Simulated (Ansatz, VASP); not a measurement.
# One calculation of Li2Se, two programs

```
Li Se
1.0
     0.00000    2.99278    2.99278
     2.99278    0.00000    2.99278
     2.99278    2.99278    0.00000
Li Se
2 1
Direct
  0.25000 0.25000 0.25000
  0.75000 0.75000 0.75000
  0.00000 0.00000 0.00000
```

Alike in both runs: task single point; functional r2SCAN; k mesh 8 × 8 × 8; occupations fermi-dirac, width 0.02 eV; no spin polarisation.

```csv
,VASP,Ansatz
version,VASP 6.6.1,Ansatz 0.2.0
potentials or method,"VASP PAW PBE potentials, release 64 (Li_sv, Se), cutoff 830 eV",PAW plane waves
valence electrons in the cell,12,22
```

|  | VASP | Ansatz | Ansatz less VASP |
| --- | --- | --- | --- |
| gap on the k mesh at the Fermi level (eV) | 3.46 | 3.48 | +0.021 |
| pressure (GPa) | -0.1 | 0.0 | +0.10 |

VASP's potentials were made for PBE, not for r2SCAN. VASP's potentials hold 12 valence electrons a cell and Ansatz's 22, so a difference there can come from the potentials and not from the codes.
